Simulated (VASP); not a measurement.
Set up this calculation in VASP 6.6.1, as the native input.

```
Task                   : single point
Functional             : LDA
Potentials or basis    : VASP PAW LDA potentials, release 64 (Cd, Te)
Cutoff                 : 500 eV
k mesh                 : 10 × 10 × 10
Occupations            : gaussian, width 0.02 eV
Spin                   : no spin polarisation
Dipole correction      : no
Further INCAR settings : ALGO = Normal; EDIFF = 1e-06; NBANDS = 16
```

The structure of CdTe lies in POSCAR:

```
CdTe
1.0
    0.0000000000      3.2045940487      3.2045940487
    3.2045940487      0.0000000000      3.2045940487
    3.2045940487      3.2045940487      0.0000000000
Cd Te
1 1
Direct
    0.0000000000      0.0000000000      0.0000000000
    0.2500000000      0.2500000000      0.2500000000
```

The input as run:

INCAR

```
SYSTEM = CdTe
  ALGO = Normal
  EDIFF = 1E-6
  ENCUT = 500
  GGA = CA
  GGA_COMPAT = .False.
  ISIF = 2
  ISMEAR = 0
  LASPH = .True.
  LCHARG = .True.
  LELF = .True.
  LREAL = .False.
  LVHAR = .True.
  LWAVE = .False.
  NBANDS = 16
  NELM = 120
  PREC = Accurate
  SIGMA = 0.02
```

KPOINTS

```
k-points
0
Gamma
  10 10 10
  0 0 0
```

Potentials or basis: VASP PAW LDA potentials, release 64 (Cd, Te).

Command:

```sh
$ cat potpaw_LDA.64/Cd/POTCAR potpaw_LDA.64/Te/POTCAR > POTCAR
$ mpirun -np 1 vasp_std > vasp.out
```

It gave:

* Pressure: 0.3 GPa
* Band gap on the k mesh: 0.66 eV

Caveat: spin-orbit coupling is left out, which moves the levels of the heavy elements.

Run time: 49 s on 1 thread of AMD EPYC 7R43 64-Core Processor (Zen 3), with other jobs on the host, peak memory 0.16 GiB.
